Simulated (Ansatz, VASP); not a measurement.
## ZnAu in VASP and in Ansatz

Contents of INCAR:

```
SYSTEM = ZnAu
PREC     = Accurate       ! precision mode
ENCUT    = 520            ! plane-wave cutoff, eV
EDIFF    = 1E-6           ! SCF threshold, eV
ISMEAR   = 0              ! smearing method
SIGMA    = 0.1            ! smearing width, eV
LREAL    = .False.        ! projectors in reciprocal space
LASPH    = .True.         ! aspherical terms in the spheres
NELM     = 80             ! most SCF steps
ALGO     = Normal         ! electronic algorithm
ISIF     = 2              ! what is computed and relaxed
LWAVE    = .False.        ! write WAVECAR
LCHARG   = .False.        ! write CHGCAR
GGA      = PS             ! functional
IVDW     = 12             ! dispersion correction
NBANDS   = 18             ! bands
```

The input KPOINTS:

```
Automatic mesh
0
Gamma
  1 1 1
  0 0 0
```

File POSCAR:

```
ZnAu
1.0
    3.1274232974      0.0370884499      0.0126713035
    0.0370884499      3.1582890939     -0.0097180545
    0.0126713035     -0.0097180545      3.1798517036
Zn Au
1 1
Direct
    0.5000000000      0.5000000000      0.5000000000
    0.0000000000      0.0000000000      0.0000000000
```

Input for Ansatz:

```yaml
crystal:
  lattice:
    - [3.1274232974, 0.0370884499, 0.0126713035]
    - [0.0370884499, 3.1582890939, -0.0097180545]
    - [0.0126713035, -0.0097180545, 3.1798517036]
  atoms:
    - { symbol: Zn, position: [0.5, 0.5, 0.5] }
    - { symbol: Au, position: [0.0, 0.0, 0.0] }
basis:
  ecutwfc: 420
kpoints:
  mp_grid: { grid: [1, 1, 1] }
hamiltonian:
  xc: pbesol
  dispersion: d3bj
scf:
  occupations: { method: gaussian, width: 0.1 }
  max_iter: 40
output:
  forces: true
  stress: true
  eigenvalues: true
```

Alike in both runs: task single point; functional PBEsol; dispersion D3(BJ); k mesh 1 × 1 × 1; occupations gaussian, width 0.1 eV; no spin polarisation.

```csv
,VASP,Ansatz
version,VASP 6.6.1,Ansatz 0.2.0
potentials or method,"VASP PAW PBE potentials, release 64 (Zn, Au), cutoff 520 eV","scalar-relativistic, plane waves, PAW"
valence electrons in the cell,23,31
```

Ansatz gave:

- pressure (GPa): -0.5
- traceless stress, the component that is largest in VASP (GPa): 96.42

Question: Which values does VASP return?

Answer: Pressure (GPa): -2.4; traceless stress, the component that is largest in VASP (GPa): 96.50.

VASP's potentials were made for PBE, not for PBEsol. VASP's potentials hold 23 valence electrons a cell and Ansatz's 31, so a difference there can come from the potentials and not from the codes.

The k mesh is coarse, so the values compare programs but aren't converged. Neither program's run includes spin-orbit coupling.
